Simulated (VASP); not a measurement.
# RbH2 (R-3m) in VASP: notebook

Runs on RbH2. Level: PBE. Tasks: relaxation of cell and atoms.

All numbers are computed with VASP 6.6.1; they aren't measurements. Logs are shortened: lines on timing, memory, paths and dates and some standing lists are left out, and cuts for length are marked.

## 1. The cell of the first run

Symmetry: R-3m, No. 166, trigonal system. The conventional cell has a = 3.995 Å, b = 3.995 Å, c = 13.481 Å, α = 90.00°, β = 90.00°, γ = 120.00°. Within 3.4 Å of Rb (site symmetry -3m) lie 8 H at 2.61 to 2.98 Å. H (site symmetry 3m) has 3 H at 2.42 Å and 4 Rb at 2.61 to 2.98 Å within 3.2 Å.

## 2. Relaxation of cell and atoms, PBE

INCAR reads:

```
  PREC = Accurate
  ENCUT = 600
  EDIFF = 1E-6
  ISMEAR = 0
  SIGMA = 0.1
  LREAL = False
  LASPH = True
  NELM = 80
  ALGO = Normal
  ISIF = 3
  LWAVE = False
  LCHARG = False
  GGA = PE
  IBRION = 2
  NSW = 100
  EDIFFG = -0.01
```

KPOINTS reads:

```
regular mesh
0
Gamma
  12 12 12
```

POSCAR reads:

```
RbH2
1.0
    1.9977411247      1.1533963761      4.4937357477
   -1.9977411247      1.1533963761      4.4937357477
    0.0000000000     -2.3067927522      4.4937357477
Rb H
1 2
Direct
    0.0000000000      0.0000000000      0.0000000000
    0.8064769972      0.8064769972      0.8064769972
    0.1935230028      0.1935230028      0.1935230028
```

Potentials or basis: VASP PAW PBE potentials, release 64 (Rb_sv, H).

The run is started by

```bash
cat potpaw_PBE.64/Rb_sv/POTCAR potpaw_PBE.64/H/POTCAR > POTCAR
mpirun -np 1 vasp_std > vasp.out
```

OUTCAR:

```text
PREC = Accurate
   ENCUT = 600
   EDIFF = 1E-6
   ISMEAR = 0
   LREAL = False
   LASPH = True
   NELM = 80
   ISIF = 3
   GGA = PE
   IBRION = 2
   NSW = 100
   EDIFFG = -0.01

 ion  position               nearest neighbor table
   1  0.000  0.000  0.000-   2 2.61   3 2.61   2 2.98   3 2.98   2 2.98   2 2.98   3 2.98   3 2.98

   2  0.806  0.806  0.806-   1 2.61   1 2.98   1 2.98   1 2.98
   3  0.194  0.194  0.194-   1 2.61   1 2.98   1 2.98   1 2.98

  LATTYP: Found a trigonal (rhomboedric) cell.
 ALAT       =     5.0512328962
 COS(alpha) =     0.6871662291

  Lattice vectors:

 A1 = (   1.9977411247,   1.1533963761,   4.4937357477)
 A2 = (  -1.9977411247,   1.1533963761,   4.4937357477)
 A3 = (   0.0000000000,  -2.3067927522,   4.4937357477)

Analysis of symmetry for initial positions (statically):
=====================================================================
 Subroutine PRICEL returns:
 Original cell was already a primitive cell.

 Routine SETGRP: Setting up the symmetry group for a
 trigonal (rhombohedral) supercell.

 Subroutine GETGRP returns: Found 12 space group operations
 (whereof 12 operations were pure point group operations)
 out of a pool of 12 trial point group operations.

The static configuration has the point symmetry D_3d.

Analysis of symmetry for dynamics (positions and initial velocities):
=====================================================================
 Subroutine PRICEL returns:
 Original cell was already a primitive cell.

 Routine SETGRP: Setting up the symmetry group for a
 trigonal (rhombohedral) supercell.

 Subroutine GETGRP returns: Found 12 space group operations
 (whereof 12 operations were pure point group operations)
 out of a pool of 12 trial point group operations.

The dynamic configuration has the point symmetry D_3d.

 Subroutine INISYM returns: Found 12 space group operations
 (whereof 12 operations are pure point group operations),
 and found     1 'primitive' translations

----------------------------------------------------------------------------------------

                                     Primitive cell

  volume of cell :      62.1265

  direct lattice vectors                    reciprocal lattice vectors
     1.997741125  1.153396376  4.493735748     0.250282679  0.144500772  0.074177333
    -1.997741125  1.153396376  4.493735748    -0.250282679  0.144500772  0.074177333
     0.000000000 -2.306792752  4.493735748     0.000000000 -0.289001544  0.074177333

  length of vectors
     5.051232896  5.051232896  5.051232896     0.298369183  0.298369183  0.298369183

  position of ions in fractional coordinates (direct lattice)
     0.000000000  0.000000000  0.000000000
     0.806476997  0.806476997  0.806476997
     0.193523003  0.193523003  0.193523003

  ion indices of the primitive-cell ions
   primitive index   ion index
                 1           1
                 2           2
                 3           3

----------------------------------------------------------------------------------------

 KPOINTS: regular mesh

Automatic generation of k-mesh.
 Grid dimensions read from file:
 generate k-points for:   12   12   12

 Generating k-lattice:

  Cartesian coordinates                     Fractional coordinates (reciprocal lattice)
     0.020856890  0.012041731  0.006181444     0.083333333 -0.000000000  0.000000000
    -0.020856890  0.012041731  0.006181444    -0.000000000  0.083333333  0.000000000
     0.000000000 -0.024083462  0.006181444     0.000000000  0.000000000  0.083333333

  Length of vectors
     0.024864099  0.024864099  0.024864099

  Shift w.r.t. Gamma in fractional coordinates (k-lattice)
     0.000000000  0.000000000  0.000000000

 Subroutine IBZKPT returns following result:
 ===========================================

 Found    189 irreducible k-points:

 Following reciprocal coordinates:
            Coordinates               Weight
  0.000000  0.000000  0.000000      1.000000
  0.083333  0.000000  0.000000      6.000000
  0.166667  0.000000  0.000000      6.000000
  0.250000  0.000000  0.000000      6.000000
  0.333333  0.000000  0.000000      6.000000
  0.416667 -0.000000  0.000000      6.000000
[... 16 lines left out ...]
  0.500000  0.166667  0.000000     12.000000
 -0.416667  0.166667  0.000000     12.000000
 [... further k-points ...]
   k-points           NKPTS =    189   k-points in BZ     NKDIM =    189   number of bands    NBANDS=      9
   number of dos      NEDOS =    301   number of ions     NIONS =      3
   total plane-waves  NPLWV =  64000
   dimension x,y,z NGX =    40 NGY =   40 NGZ =   40
   dimension x,y,z NGXF=    80 NGYF=   80 NGZF=   80
   ions per type =               1   2
   NGX,Y,Z   is equivalent  to a cutoff of  13.16, 13.16, 13.16 a.u.
   NGXF,Y,Z  is equivalent  to a cutoff of  26.33, 26.33, 26.33 a.u.
 SYSTEM =  unknown system
   PREC   = accura    normal or accurate (medium, high low for compatibility)
   ISTART =      0    job   : 0-new  1-cont  2-samecut
   ICHARG =      2    charge: 1-file 2-atom 10-const
   ISPIN  =      1    spin polarized calculation?
   LNONCOLLINEAR =      F non collinear calculations
   LSORBIT =      F    spin-orbit coupling
   LASPH  =      T    aspherical Exc in radial PAW
   ENCUT  =  600.0 eV  44.10 Ry    6.64 a.u.  10.09 10.09 10.09*2*pi/ulx,y,z
   NELM   =     80;   NELMIN=  2; NELMDL= -5     # of ELM steps
   EDIFF  = 0.1E-05   stopping-criterion for ELM
   LREAL  =      F    real-space projection
   EDIFFG = -.1E-01   stopping-criterion for IOM
   NSW    =    100    number of steps for IOM
   IBRION =      2    ionic relax: 0-MD 1-quasi-New 2-CG
   NFREE  =      1    steps in history (QN), initial steepest desc. (CG)
   ISIF   =      3    stress and relaxation
   ISYM   =      2    0-nonsym 1-usesym 2-fastsym
   POTIM  = 0.5000    time-step for ionic-motion
   TEBEG  =    0.0;   TEEND  =   0.0 temperature during run
   PSTRESS=    0.0 pullay stress
   NELECT =      11.0000    total number of electrons
   NUPDOWN=      -1.0000    fix difference up-down
   EMIN   =  10.00;   EMAX   =-10.00  energy-range for DOS
   EFERMI =   0.00;   METHOD = LEGACY
   ISMEAR =     0;   SIGMA  =   0.10  broadening in eV -4-tet -1-fermi 0-gaus
   EFERMI_NEDOS =   21; number of points for ismear=-14 and -15
   IALGO  =     38    algorithm
   IMIX   =      4    mixing-type and parameters
     AMIX     =   0.40;   BMIX     =  1.00
     AMIX_MAG =   1.60;   BMIX_MAG =  1.00
  volume/ion in A,a.u.               =      20.71       139.75
  Fermi-wavevector in a.u.,A,eV,Ry     =   0.919278  1.737184 11.497903  0.845072
  Thomas-Fermi vector in A             =   2.044454
   LORBIT       =      0    0 simple, 1 ext, 2 COOP (PROOUT), +10 PAW based schemes
   GGA     = PE    functional components
   LHFCALC =     F    Hartree Fock is set to
   AEXX    =    0.0000 exact exchange contribution
   IVDW    =     0    specifies the selected vdW correction
   LEPSILON=     F    determine dielectric tensor
   LRPA    =     F    only Hartree local field effects (RPA)
 conjugate gradient relaxation of ions
 non-spin polarized calculation
 Gauss-broadening in eV      SIGMA  =   0.10
  energy-cutoff  :      600.00
  volume of cell :       62.13
 maximum number of plane-waves:      2090
   NGX = 21   NGY = 21   NGZ = 21

--------------------------------------- Ionic step        1  -------------------------------------------

 number of electron      11.0000000 magnetization

 Free energy of the ion-electron system (eV)
  ---------------------------------------------------
  ext. energy  EPLUGINS =         0.00000000
  ---------------------------------------------------
  free energy    TOTEN  =        -5.73410115 eV

  energy without entropy =       -5.72661646  energy(sigma->0) =       -5.73035881

------------------------ aborting loop because EDIFF is reached ----------------------------------------

  FORCE on cell =-STRESS in cart. coord.  units (eV):
  Direction    XX          YY          ZZ          XY          YZ          ZX
  --------------------------------------------------------------------------------------
  -------------------------------------------------------------------------------------
  Total        0.0470130      0.0470130      0.0379078      0.0000000     -0.0000000      0.0000000
  in kB        1.2124160      1.2124160      0.9776024      0.0000000     -0.0000000      0.0000000
  external PRESSURE =       1.1341448 kB  Pullay stress =       0.0000000 kB
[... 244 lines left out ...]
  energy  without entropy=       -5.7272333146  energy(sigma->0) =       -5.73112559

--------------------------------------- Ionic step        8  -------------------------------------------

 number of electron      11.0000000 magnetization

 Free energy of the ion-electron system (eV)
  ---------------------------------------------------
  ext. energy  EPLUGINS =         0.00000000
  ---------------------------------------------------
  free energy    TOTEN  =        -5.73518327 eV

  energy without entropy =       -5.72716993  energy(sigma->0) =       -5.73117660

 E-fermi :  -1.1772     XC(G=0):  -6.9864

 val. band max:       -1.1798507911   @ k =  -0.3333   0.3333   0.2500
 cond. band min:      -1.1765301747   @ k =   0.4167  -0.0000   0.0000
 fundamental gap:      0.0033206164
 Fermi energy:        -1.1772414216

 k-point     1 :       0.0000    0.0000    0.0000
  band No.  band energies     occupation
      1     -27.5767      2.00000
      2     -11.5184      2.00000
      3     -11.5184      2.00000
      4     -11.5064      2.00000
      5      -4.5663      2.00000
      6       0.2381      0.00000
      7       2.3563      0.00000
      8       5.4794      0.00000
      9       5.4794      0.00000
[... 265 lines left out ...]
 k-point    24 :      -0.4167    0.1667    0.0000
  band No.  band energies     occupation
      1     -27.5239      2.00000
      2     -12.0417      2.00000
      3     -11.7333      2.00000
      4     -11.4723      2.00000
      5      -2.7985      2.00000
      6      -1.4684      1.99996
      7       3.4204      0.00000
      8       4.1287      0.00000
      9       5.6250      0.00000

 [... further k-points ...]

------------------------ aborting loop because EDIFF is reached ----------------------------------------

  FORCE on cell =-STRESS in cart. coord.  units (eV):
  Direction    XX          YY          ZZ          XY          YZ          ZX
  --------------------------------------------------------------------------------------
  -------------------------------------------------------------------------------------
  Total       -0.0114054     -0.0114054      0.0228336      0.0000000      0.0000000      0.0000000
  in kB       -0.2865488     -0.2865488      0.5736719      0.0000000      0.0000000      0.0000000
  external PRESSURE =       0.0001914 kB  Pullay stress =       0.0000000 kB
[... 18 lines left out ...]
  FREE ENERGIE OF THE ION-ELECTRON SYSTEM (eV)
  ---------------------------------------------------
  free  energy   TOTEN  =        -5.7351832717 eV

  energy  without entropy=       -5.7271699331  energy(sigma->0) =       -5.73117660

 reached required accuracy - stopping structural energy minimisation
```

Wall time 5.2 min (1 thread of Intel Xeon 6975P-C (Granite Rapids), shared host); peak memory 0.34 GiB.

What came out:

```
Free energy                           : -5.7352 eV
Relaxed volume                        : 21.26 Å³/atom
Relaxed cell                          : a = 5.058 Å, b = 5.058 Å, c = 5.058 Å, α = 47.22°, β = 47.22°, γ = 47.22°
Space group after relaxing (to 0.1 Å) : R-3m (No. 166)
Energy gained by relaxing             : 0.4 meV/atom
Ionic steps                           : 8
Pressure after relaxing               : 0.0 GPa
Largest force after relaxing          : 0.008 eV/Å
Band gap on the k mesh                : zero (an odd number of electrons rules out a gap without spin polarisation)
```

Forces on the atoms (eV/Å):
```
Rb   0.000  0.000  0.000
H    0.000  0.000 -0.008
H    0.000  0.000  0.008
```

Stress tensor (GPa, compression positive):
```
-0.03  0.00  0.00
 0.00 -0.03  0.00
 0.00  0.00  0.06
```

The path:
```tsv
step	energy change (eV)	largest force (eV/Å)	pressure (GPa)	volume (Å³)
1	0.0000	0.0258	0.11	62.13
2	-0.0001	0.0230	0.09	62.26
3	-0.0004	0.0156	0.01	62.66
4	-0.0003	0.0012	-0.13	63.45
5	-0.0005	0.0099	-0.05	62.96
6	-0.0006	0.0093	-0.06	63.04
7	-0.0009	0.0090	-0.03	63.29
8	-0.0011	0.0080	0.00	63.77
```

Final structure:
```cif
data_structure
_symmetry_space_group_name_H-M 'P 1'
_symmetry_Int_Tables_number 1
_cell_length_a 5.0584
_cell_length_b 5.0584
_cell_length_c 5.0584
_cell_angle_alpha 47.222
_cell_angle_beta 47.222
_cell_angle_gamma 47.222
_cell_volume 63.77
loop_
_atom_site_label
_atom_site_type_symbol
_atom_site_fract_x
_atom_site_fract_y
_atom_site_fract_z
_atom_site_occupancy
Rb1 Rb 0.00000 0.00000 0.00000 1
H1 H 0.80484 0.80484 0.80484 1
H2 H 0.19516 0.19516 0.19516 1
```

Levels at points of the mesh, in eV from the Fermi level:
```csv
k point,band 1,band 2,band 3,band 4,band 5,band 6,band 7,band 8,band 9
"(0.00, 0.00, 0.00)",-26.40,-10.34,-10.34,-10.33,-3.39,1.42,3.53,6.66,6.66
"(0.50, 0.00, 0.00)",-26.35,-10.91,-10.46,-10.29,-1.89,-0.09,4.59,6.20,6.61
"(0.50, 0.50, 0.00)",-26.35,-10.90,-10.47,-10.36,-1.02,-0.71,3.26,6.96,6.99
"(0.50, 0.50, 0.50)",-26.39,-10.58,-10.35,-10.35,-2.12,0.09,4.60,6.63,6.63
```

## 3. Relaxation of cell and atoms, PBE

This run uses another cell than the first one, of 18.34 Å³/atom.

INCAR reads:

```
SYSTEM = RbH2
PREC = Accurate ; ENCUT = 910
EDIFF = 1E-7 ; ISMEAR = 0
SIGMA = 0.1 ; LREAL = .False.
LASPH = .True. ; NELM = 120
ALGO = Normal ; ISIF = 3
LWAVE = .False. ; LCHARG = .False.
GGA = PE ; IBRION = 2
NSW = 90 ; EDIFFG = -0.04
GGA_COMPAT = .False. ; NELMIN = 4
```

KPOINTS reads:

```
regular mesh
0
Gamma
  6 6 6
  0 0 0
```

POSCAR reads:

```
RbH2
1.0
    1.7389251992      1.0039689319      5.2519989411
   -1.7389251992      1.0039689319      5.2519989411
    0.0000000000     -2.0079378637      5.2519989411
Rb H
1 2
Direct
    0.0000000000      0.0000000000      0.0000000000
    0.7500000000      0.7500000000      0.7500000000
    0.2500000000      0.2500000000      0.2500000000
```

Potentials or basis: VASP PAW PBE potentials, release 64 (Rb_sv, H_h).

The run is started by

```bash
cat potpaw_PBE.64/Rb_sv/POTCAR potpaw_PBE.64/H_h/POTCAR > POTCAR
mpirun -np 1 vasp_std > vasp.out
```

Run time: 37 min. Hardware: 1 thread of Intel Xeon Platinum 8259CL at 2.50GHz (Skylake/Cascade Lake), shared host; peak memory 0.5 GiB.

The run converged. Its results:

```yaml
Free_energy: -5.7327 eV
Relaxed_volume: 21.20 Å³/atom
Relaxed_cell: a = 5.045 Å, b = 5.045 Å, c = 5.045 Å, α = 47.38°, β = 47.38°, γ = 47.38°
Space_group_after_relaxing_to_0.1_Å: R-3m (No. 166)
Energy_gained_by_relaxing: 365.0 meV/atom
Ionic_steps: 37
Pressure_after_relaxing: 0.0 GPa
Largest_force_after_relaxing: 0.026 eV/Å
Band_gap_on_the_k_mesh: zero (an odd number of electrons rules out a gap without spin polarisation)
```

Forces in eV/Å, atoms in the order of the input:
```
Rb   0.000  0.000  0.000
H    0.000  0.000  0.026
H    0.000  0.000 -0.026
```

Stress tensor (GPa, compression positive):
```
-0.11  0.00  0.00
 0.00 -0.11  0.00
 0.00  0.00  0.19
```

Step by step:
```
step  energy change (eV)  largest force (eV/Å)  pressure (GPa)  volume (Å³)
   1              0.0000                0.5167            7.27        55.01
   2             -0.3299                0.2895            3.75        61.87
   3             -0.6020                0.0865            0.66        74.63
   4             -0.5927                0.0954           -1.50       104.33
   5             -0.6606                0.0339           -0.87        89.81
   6             -0.6628                0.0197           -0.71        87.46
   7             -0.7146                0.0237           -0.71        86.01
   8             -0.8557                0.1219           -0.61        81.01
   9             -0.8263                0.2443            1.31        67.79
  10             -0.9284                0.1203           -0.21        76.15
  11             -0.9335                0.0805            0.08        74.10
  12             -0.9339                0.0920            0.01        74.57
  13             -0.9368                0.0869            0.00        74.54
  14             -0.9430                0.0656            0.01        74.43
  15             -0.9405                0.0078            0.12        74.21
  16             -0.9446                0.0448            0.02        74.36
  17             -0.9462                0.0448            0.02        74.36
  18             -0.9510                0.0442            0.00        74.37
  19             -0.9611                0.0406           -0.05        74.38
  20             -0.9817                0.0240           -0.14        74.37
  21             -1.0156                0.0726           -0.30        74.23
  22             -0.8485                0.7268           -0.12        73.52
  23             -1.0120                0.1459           -0.28        74.19
  24             -1.0156                0.1534           -0.32        74.13
  25             -1.0235                0.1801           -0.45        73.93
  26             -1.0248                0.2484           -0.69        73.45
  27             -1.0266                0.2178           -0.59        73.67
  28             -1.0334                0.1991           -0.62        73.37
  29             -1.0509                0.1444           -0.70        72.43
  30             -1.0732                0.0418           -0.82        70.56
  31             -1.0661                0.1345           -0.89        66.77
  32             -1.0786                0.0313           -0.88        69.12
  33             -1.0872                0.0409           -0.61        67.16
  34             -1.0931                0.0561           -0.15        64.40
  35             -1.0932                0.0593           -0.05        63.85
  36             -1.0938                0.0513           -0.04        63.79
  37             -1.0950                0.0263           -0.01        63.60
```

Final structure:
```
Rb H
1.0
     2.02697    1.17027    4.46877
    -2.02697    1.17027    4.46877
     0.00000   -2.34055    4.46877
Rb H
1 2
Direct
  0.00000 0.00000 0.00000
  0.80364 0.80364 0.80364
  0.19636 0.19636 0.19636
```

Levels at points of the mesh, in eV from the Fermi level:
| k point | band 1 | band 2 | band 3 | band 4 | band 5 | band 6 | band 7 | band 8 | band 9 |
| --- | --- | --- | --- | --- | --- | --- | --- | --- | --- |
| (0.00, 0.00, 0.00) | -26.34 | -10.28 | -10.28 | -10.27 | -3.35 | 1.39 | 3.62 | 6.70 | 6.70 |
| (0.50, 0.00, 0.00) | -26.29 | -10.85 | -10.40 | -10.23 | -1.86 | -0.07 | 4.66 | 6.24 | 6.64 |
| (0.50, 0.50, 0.00) | -26.29 | -10.84 | -10.41 | -10.30 | -0.99 | -0.70 | 3.30 | 7.06 | 7.07 |
| (0.50, 0.50, 0.50) | -26.33 | -10.53 | -10.29 | -10.29 | -2.07 | 0.07 | 4.72 | 6.67 | 6.67 |

Caveat: the volume moved by over 15 % at a fixed basis, so the end points are rough.
